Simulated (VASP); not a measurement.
# Ta (P6_3/mmc) in VASP: notebook, part 3 of 4

VASP 6.6.1. Earlier steps stand in the parts before.

### 5 Single point, RPBE (17.60 Å³/atom)

This run uses another cell than the first one, of 17.60 Å³/atom.

The input, INCAR:

```
ALGO = Normal
EDIFF = 1E-6
ENCUT = 520
GGA = RP
ISIF = 2
ISMEAR = -1
LASPH = T
LCHARG = T
LELF = T
LREAL = F
LVHAR = T
LWAVE = F
NBANDS = 30
NELM = 100
PREC = Accurate
SIGMA = 0.1
```

The input, KPOINTS:

```
k-points
0
Gamma
  14 14 4
```

The input, POSCAR:

```
Ta
1.0
    2.8789861110      0.0000000000      0.0000000000
   -1.4394930555      2.4932751092      0.0000000000
    0.0000000000      0.0000000000      9.8060420470
Ta
4
Direct
    1.0000000000      1.0000000000      1.0000000000
    1.0000000000      1.0000000000      0.5000000000
    0.3333333333      0.6666666667      0.2500000000
    0.6666666667      0.3333333333      0.7500000000
```

Potentials or basis: VASP PAW PBE potentials, release 64 (Ta_pv).

Started as:

```bash
> cat potpaw_PBE.64/Ta_pv/POTCAR > POTCAR
> mpirun -np 1 vasp_std > vasp.out
```

OUTCAR:

```text
EDIFF = 1E-6
   ENCUT = 520
   GGA = RP
   ISIF = 2
   ISMEAR = -1
   LASPH = T
   LREAL = F
   NELM = 100
   PREC = Accurate

 ion  position               nearest neighbor table
   1  0.000  0.000  0.000-   3 2.96   4 2.96   3 2.96   4 2.96   4 2.96   3 2.96
   2  0.000  0.000  0.500-   3 2.96   4 2.96   3 2.96   4 2.96   4 2.96   3 2.96
   3  0.333  0.667  0.250-   1 2.96   2 2.96   1 2.96   2 2.96   1 2.96   2 2.96
   4  0.667  0.333  0.750-   1 2.96   2 2.96   1 2.96   2 2.96   1 2.96   2 2.96

  LATTYP: Found a hexagonal cell.
 ALAT       =     2.8789861110
 C/A-ratio  =     3.4060748017

  Lattice vectors:

 A1 = (   2.8789861110,   0.0000000000,   0.0000000000)
 A2 = (  -1.4394930555,   2.4932751092,   0.0000000000)
 A3 = (   0.0000000000,   0.0000000000,   9.8060420470)

Analysis of symmetry for initial positions (statically):
=====================================================================
 Subroutine PRICEL returns:
 Original cell was already a primitive cell.

 Routine SETGRP: Setting up the symmetry group for a
 hexagonal supercell.

 Subroutine GETGRP returns: Found 24 space group operations
 (whereof 12 operations were pure point group operations)
 out of a pool of 24 trial point group operations.

The static configuration has the point symmetry D_3d.
 The point group associated with its full space group is D_6h.

Analysis of symmetry for dynamics (positions and initial velocities):
=====================================================================
 Subroutine PRICEL returns:
 Original cell was already a primitive cell.

 Routine SETGRP: Setting up the symmetry group for a
 hexagonal supercell.

 Subroutine GETGRP returns: Found 24 space group operations
 (whereof 12 operations were pure point group operations)
 out of a pool of 24 trial point group operations.

The dynamic configuration has the point symmetry D_3d.
 The point group associated with its full space group is D_6h.

 Subroutine INISYM returns: Found 24 space group operations
 (whereof 12 operations are pure point group operations),
 and found     1 'primitive' translations

----------------------------------------------------------------------------------------

                                     Primitive cell

  volume of cell :      70.3888

  direct lattice vectors                    reciprocal lattice vectors
     2.878986111  0.000000000  0.000000000     0.347344503  0.200539442  0.000000000
    -1.439493056  2.493275109  0.000000000     0.000000000  0.401078885  0.000000000
     0.000000000  0.000000000  9.806042047     0.000000000  0.000000000  0.101977943

  length of vectors
     2.878986111  2.878986111  9.806042047     0.401078885  0.401078885  0.101977943

  position of ions in fractional coordinates (direct lattice)
     0.000000000  0.000000000  0.000000000
     0.000000000  0.000000000  0.500000000
     0.333333333  0.666666667  0.250000000
     0.666666667  0.333333333  0.750000000

  ion indices of the primitive-cell ions
   primitive index   ion index
                 1           1
[... 20 lines left out ...]
     0.028648492  0.028648492  0.025494486

  Shift w.r.t. Gamma in fractional coordinates (k-lattice)
     0.000000000  0.000000000  0.000000000

 Subroutine IBZKPT returns following result:
 ===========================================

 Found     72 irreducible k-points:

 Following reciprocal coordinates:
            Coordinates               Weight
  0.000000  0.000000  0.000000      1.000000
  0.071429 -0.000000  0.000000      6.000000
  0.142857  0.000000  0.000000      6.000000
  0.214286 -0.000000  0.000000      6.000000
  0.285714 -0.000000  0.000000      6.000000
  0.357143 -0.000000  0.000000      6.000000
[... 16 lines left out ...]
  0.285714  0.285714  0.000000      6.000000
  0.357143  0.285714  0.000000      6.000000
 [... further k-points ...]
   k-points           NKPTS =     72   k-points in BZ     NKDIM =     72   number of bands    NBANDS=     30
   number of dos      NEDOS =    301   number of ions     NIONS =      4
   total plane-waves  NPLWV =  46080
   dimension x,y,z NGX =    24 NGY =   24 NGZ =   80
   dimension x,y,z NGXF=    48 NGYF=   48 NGZF=  160
   ions per type =               4
   NGX,Y,Z   is equivalent  to a cutoff of  13.86, 13.86, 13.56 a.u.
   NGXF,Y,Z  is equivalent  to a cutoff of  27.72, 27.72, 27.13 a.u.
 SYSTEM =  unknown system
   PREC   = accura    normal or accurate (medium, high low for compatibility)
   ISTART =      0    job   : 0-new  1-cont  2-samecut
   ICHARG =      2    charge: 1-file 2-atom 10-const
   ISPIN  =      1    spin polarized calculation?
   LNONCOLLINEAR =      F non collinear calculations
   LSORBIT =      F    spin-orbit coupling
   LASPH  =      T    aspherical Exc in radial PAW
   ENCUT  =  520.0 eV  38.22 Ry    6.18 a.u.   5.35  5.35 18.23*2*pi/ulx,y,z
   NELM   =    100;   NELMIN=  2; NELMDL= -5     # of ELM steps
   EDIFF  = 0.1E-05   stopping-criterion for ELM
   LREAL  =      F    real-space projection
   EDIFFG = 0.1E-04   stopping-criterion for IOM
   NSW    =      0    number of steps for IOM
   IBRION =     -1    ionic relax: 0-MD 1-quasi-New 2-CG
   NFREE  =      0    steps in history (QN), initial steepest desc. (CG)
   ISIF   =      2    stress and relaxation
   ISYM   =      2    0-nonsym 1-usesym 2-fastsym
   POTIM  = 0.5000    time-step for ionic-motion
   TEBEG  =    0.0;   TEEND  =   0.0 temperature during run
   PSTRESS=    0.0 pullay stress
   NELECT =      44.0000    total number of electrons
   NUPDOWN=      -1.0000    fix difference up-down
   EMIN   =  10.00;   EMAX   =-10.00  energy-range for DOS
   EFERMI =   0.00;   METHOD = LEGACY
   ISMEAR =    -1;   SIGMA  =   0.10  broadening in eV -4-tet -1-fermi 0-gaus
   EFERMI_NEDOS =   21; number of points for ismear=-14 and -15
   IALGO  =     38    algorithm
   IMIX   =      4    mixing-type and parameters
     AMIX     =   0.40;   BMIX     =  1.00
     AMIX_MAG =   1.60;   BMIX_MAG =  1.00
  volume/ion in A,a.u.               =      17.60       118.75
  Fermi-wavevector in a.u.,A,eV,Ry     =   1.399774  2.645189 26.658805  1.959367
  Thomas-Fermi vector in A             =   2.522800
   LORBIT       =      0    0 simple, 1 ext, 2 COOP (PROOUT), +10 PAW based schemes
   GGA     = RP    functional components
   LHFCALC =     F    Hartree Fock is set to
   AEXX    =    0.0000 exact exchange contribution
   IVDW    =     0    specifies the selected vdW correction
   LEPSILON=     F    determine dielectric tensor
   LRPA    =     F    only Hartree local field effects (RPA)
 non-spin polarized calculation
  energy-cutoff  :      520.00
  volume of cell :       70.39
 maximum number of plane-waves:      1926
 NGX is ok and might be reduce to    24
   NGX = 11   NGY = 11   NGZ = 37

 number of electron      43.9999998 magnetization

 Free energy of the ion-electron system (eV)
  ---------------------------------------------------
  ext. energy  EPLUGINS =         0.00000000
  ---------------------------------------------------
  free energy    TOTEN  =       -44.04944321 eV

  energy without entropy =      -43.90828871  energy(sigma->0) =      -43.97886596

 E-fermi :   6.2033     XC(G=0): -12.6828

 val. band max:        6.1861697983   @ k =   0.2857   0.2143   0.2500
 cond. band min:       6.2085677383   @ k =   0.4286   0.1429   0.0000
 fundamental gap:      0.0223979401
 Fermi energy:         6.2032656720

 k-point     1 :       0.0000    0.0000    0.0000
  band No.  band energies     occupation
      1     -28.4330      2.00000
      2     -27.9227      2.00000
      3     -27.8479      2.00000
      4     -27.3458      2.00000
      5     -27.3458      2.00000
      6     -27.3129      2.00000
[... 781 lines left out ...]
     29      10.7838      0.00000
     30      11.3096      0.00000

 [... further k-points ...]

------------------------ aborting loop because EDIFF is reached ----------------------------------------

  FORCE on cell =-STRESS in cart. coord.  units (eV):
  Direction    XX          YY          ZZ          XY          YZ          ZX
  --------------------------------------------------------------------------------------
  -------------------------------------------------------------------------------------
  Total        7.8499965      7.8499965      7.9471116     -0.0000000      0.0000000      0.0000000
  in kB      178.6802377    178.6802377    180.8907550     -0.0000000      0.0000000      0.0000000
  external PRESSURE =     179.4170768 kB  Pullay stress =       0.0000000 kB

 VOLUME and BASIS-vectors are now :
 -----------------------------------------------------------------------------
  energy-cutoff  :      520.00
  volume of cell :       70.39
      direct lattice vectors                 reciprocal lattice vectors
     2.878986111  0.000000000  0.000000000     0.347344503  0.200539442  0.000000000
    -1.439493056  2.493275109  0.000000000     0.000000000  0.401078885  0.000000000
     0.000000000  0.000000000  9.806042047     0.000000000  0.000000000  0.101977943

 POSITION                                       TOTAL-FORCE (eV/Angst)
 -----------------------------------------------------------------------------------
      0.00000      0.00000      0.00000        -0.000000      0.000000     -0.000000
      0.00000      0.00000      4.90302        -0.000000      0.000000     -0.000000
     -0.00000      1.66218      2.45151         0.000000      0.000000     -0.000000
      1.43949      0.83109      7.35453        -0.000000     -0.000000      0.000000
 -----------------------------------------------------------------------------------
    total drift:                               -0.000000      0.000000     -0.000000

  FREE ENERGIE OF THE ION-ELECTRON SYSTEM (eV)
  ---------------------------------------------------
  free  energy   TOTEN  =       -44.0494432055 eV

  energy  without entropy=      -43.9082887132  energy(sigma->0) =      -43.97886596
```

OSZICAR:

```text
N       E                     dE             d eps       ncg     rms          rms(c)
DAV:   1     0.422440406039E+03    0.42244E+03   -0.24482E+04  4320   0.153E+03
DAV:   2    -0.295105241025E+02   -0.45195E+03   -0.44113E+03  4800   0.452E+02
DAV:   3    -0.454194812301E+02   -0.15909E+02   -0.15226E+02  5484   0.765E+01
DAV:   4    -0.457066384755E+02   -0.28716E+00   -0.28496E+00  5176   0.946E+00
DAV:   5    -0.457128568695E+02   -0.62184E-02   -0.62148E-02  5414   0.116E+00    0.272E+01
DAV:   6    -0.444698730181E+02    0.12430E+01   -0.13821E+00  4978   0.897E+00    0.137E+01
DAV:   7    -0.440688878417E+02    0.40099E+00   -0.15011E+00  4936   0.886E+00    0.912E-01
DAV:   8    -0.440524241714E+02    0.16464E-01   -0.12570E-01  5518   0.294E+00    0.585E-01
DAV:   9    -0.440495296990E+02    0.28945E-02   -0.19172E-02  5094   0.105E+00    0.193E-01
DAV:  10    -0.440494819720E+02    0.47727E-04   -0.79509E-04  5124   0.201E-01    0.813E-02
DAV:  11    -0.440494571714E+02    0.24801E-04   -0.15629E-04  5264   0.924E-02    0.483E-02
DAV:  12    -0.440494440389E+02    0.13132E-04   -0.25318E-05  5042   0.343E-02    0.720E-03
DAV:  13    -0.440494432055E+02    0.83339E-06   -0.76080E-07  3210   0.789E-03
   1 F= -.44049443E+02 E0= -.43978866E+02  d E =-.141154E+00
```

Wall time 66 s (1 thread of Intel Xeon 6975P-C (Granite Rapids), shared host); peak memory 0.25 GiB.

What came out:

```yaml
Free_energy: -44.0494 eV
Pressure: 17.9 GPa
Band_gap_on_the_k_mesh: zero (bands 22 and 23 overlap by 1.08 eV)
```

Levels at points of the mesh, in eV from the Fermi level:
```tsv
k point	band 18	band 19	band 20	band 21	band 22	band 23	band 24	band 25	band 26	band 27
(0.00, 0.00, 0.00)	-1.01	-0.13	0.35	0.35	0.44	0.45	0.45	0.90	0.90	1.04
(0.50, 0.00, 0.00)	-2.58	-2.30	-1.13	-0.45	0.51	0.62	1.73	2.54	2.56	2.61
(0.00, 0.00, 0.50)	-0.51	-0.44	-0.44	0.48	0.48	0.48	0.48	0.84	0.84	0.84
(0.50, 0.00, 0.50)	-3.32	-1.08	-1.08	0.46	0.46	1.04	1.04	1.46	1.46	4.76
```

Caveat: the cell stands under pressure; the PAW data sets were made with another functional, which shifts forces and pressure a little; spin-orbit coupling is left out, which moves the levels of the heavy elements.

[end of part 3 of 4]
